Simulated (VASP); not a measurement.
A run of VASP 6.6.1 is set up as follows.

Contents of INCAR:

```
PREC = Accurate ; ENCUT = 520
EDIFF = 1E-7 ; ISMEAR = 0
SIGMA = 0.15 ; LREAL = F
LASPH = T ; NELM = 60
ALGO = Normal ; ISIF = 2
LWAVE = F ; LCHARG = T
GGA = CA ; LELF = T
LVHAR = T ; NBANDS = 16
```

File KPOINTS:

```
regular mesh
0
Gamma
  10 10 14
```

Contents of POSCAR:

```
Al2Cu
1.0
    3.8536000000      0.0000000000      0.0000000000
    0.0000000000      3.8536000000      0.0000000000
    0.0000000000      0.0000000000      2.7461000000
Al Cu
2 1
Direct
    0.5000000000      0.0000000000      0.5000000000
    0.0000000000      0.5000000000      0.5000000000
    0.0000000000      0.0000000000      0.0000000000
```

Potentials or basis: VASP PAW LDA potentials, release 64 (Al, Cu).

The run is started by

```console
$ cat potpaw_LDA.64/Al/POTCAR potpaw_LDA.64/Cu/POTCAR > POTCAR
$ mpirun -np 1 vasp_std > vasp.out
```

Task: What does it give for the pressure?

Result: 17.4 GPa.

Stress tensor (GPa, compression positive):
```
18.42  0.00  0.00
 0.00 18.42  0.00
 0.00  0.00 15.45
```
